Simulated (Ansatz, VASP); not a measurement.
**Ta2N in VASP and in Ansatz**

The input INCAR:

```
SYSTEM = Ta2N
PREC     = Accurate       ! precision mode
ENCUT    = 520            ! plane-wave cutoff, eV
EDIFF    = 1E-6           ! SCF threshold, eV
ISMEAR   = 0              ! smearing method
SIGMA    = 0.1            ! smearing width, eV
LREAL    = .False.        ! projectors in reciprocal space
LASPH    = .True.         ! aspherical terms in the spheres
NELM     = 150            ! most SCF steps
ALGO     = Normal         ! electronic algorithm
ISIF     = 2              ! what is computed and relaxed
LWAVE    = .False.        ! write WAVECAR
LCHARG   = .True.         ! write CHGCAR
LMAXMIX  = 4              ! l up to which the mixer works
LDAU     = .True.         ! DFT+U
LDAUTYPE = 2            
LDAUL    = 2 -1           ! shell
LDAUU    = 2 0            ! U, eV
LDAUJ    = 0 0          
LDAUPRINT= 1            
GGA      = PS             ! functional
LELF     = .True.         ! ELF
LVHAR    = .True.       
NBANDS   = 20             ! bands
```

KPOINTS

```
Automatic mesh
0
Gamma
  10 10 6
  0 0 0
```

Contents of POSCAR:

```
Ta2N
1.0
    3.1739135059      0.0000000000      0.0000000000
   -1.5869567530      2.7486897255      0.0000000000
    0.0000000000      0.0000000000      4.9653523268
Ta N
2 1
Direct
    0.3333333333      0.6666666667      0.2547110000
    0.6666666667      0.3333333333      0.7452890000
    0.0000000000      0.0000000000      0.0000000000
```

input.yaml

```yaml
crystal:
  lattice:
    - [3.1739135059, 0.0, 0.0]
    - [-1.586956753, 2.7486897255, 0.0]
    - [0.0, 0.0, 4.9653523268]
  atoms:
    - { symbol: Ta, position: [0.3333333333, 0.6666666667, 0.254711] }
    - { symbol: Ta, position: [0.6666666667, 0.3333333333, 0.745289] }
    - { symbol: "N", position: [0.0, 0.0, 0.0] }
hamiltonian:
  xc: pbesol
  pseudopotentials: { kind: paw, partial_waves: polarizable }
  hubbard: { sites: [{ species: Ta, l: d, u_eff: 2.0 }], projectors: atomic }
kpoints:
  mp_grid: { grid: [10, 10, 6] }
scf:
  occupations: { method: gaussian, width: 0.1 }
output:
  forces: true
  stress: true
  eigenvalues: true
  write_density: true
  write_potential: true
  elf: true
  volumetric_format: npy
```

Alike in both runs: task single point; functional PBEsol; k mesh 10 × 10 × 6; occupations gaussian, width 0.1 eV; no spin polarisation; Hubbard terms Ta d U = 2.0 eV.

|  | VASP | Ansatz |
| --- | --- | --- |
| version | VASP 6.6.1 | Ansatz 0.2.0 |
| potentials or method | VASP PAW PBE potentials, release 64 (Ta_pv, N) | Ansatz PAW polarizable |
| plane-wave cutoff (eV) | 520 | 420 |
| valence electrons in the cell | 27 | 31 |

|  | VASP | Ansatz | Ansatz less VASP |
| --- | --- | --- | --- |
| gap on the k mesh at the Fermi level (eV) | none | none | - |
| pressure (GPa) | -17.5 | -25.4 | -7.91 |
| traceless stress, the component that is largest in VASP (GPa) | 1.31 | 0.23 | -1.081 |
| rms of the force components (eV/Å) | 0.135 | 0.283 | +0.1481 |

VASP's potentials were made for PBE, not for PBEsol. The programs project onto different local orbitals, so the same U acts differently, and such runs can settle in different states. Atom by atom the forces differ by 0.148 eV/Å (rms over components). A gap of «none» marks a metal or a gap that the smearing closes. VASP's potentials hold 27 valence electrons a cell and Ansatz's 31, so a difference there can come from the potentials and not from the codes.

Neither program's run includes spin-orbit coupling.
